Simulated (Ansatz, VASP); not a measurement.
**Sr in VASP and in Ansatz**

```
CELL_PARAMETERS angstrom
4.11999 0.00000 0.00000
-1.46201 6.80552 0.00000
2.25241 2.02594 4.72680
ATOMIC_POSITIONS crystal
Sr 0.23184 0.50330 0.14785
Sr 0.69868 0.04045 0.71909
```

Alike in both runs: task relaxation of cell and atoms; functional PBE; k mesh 6 × 4 × 4; occupations gaussian, width 0.1 eV; no spin polarisation.

```csv
,VASP,Ansatz
version,VASP 6.6.1,Ansatz 0.2.0
potentials or method,"VASP PAW PBE potentials, release 64 (Sr_sv), cutoff 600 eV","scalar-relativistic, plane waves, PAW"
valence electrons in the cell,20,20
```

```csv
,VASP,Ansatz,Ansatz less VASP
"gap on the k mesh at the Fermi level, each at its own relaxed structure (eV)",none,none,-
relaxed volume (Å³/atom),54.90,54.52,-0.386
relaxed cell length with the largest relative difference (Å),4.366,4.220,-0.1461
```

A gap of «none» marks a metal or a gap that the smearing closes.

Noted on VASP's run: the volume moved by over 15 % at a fixed basis, so the end points are rough.
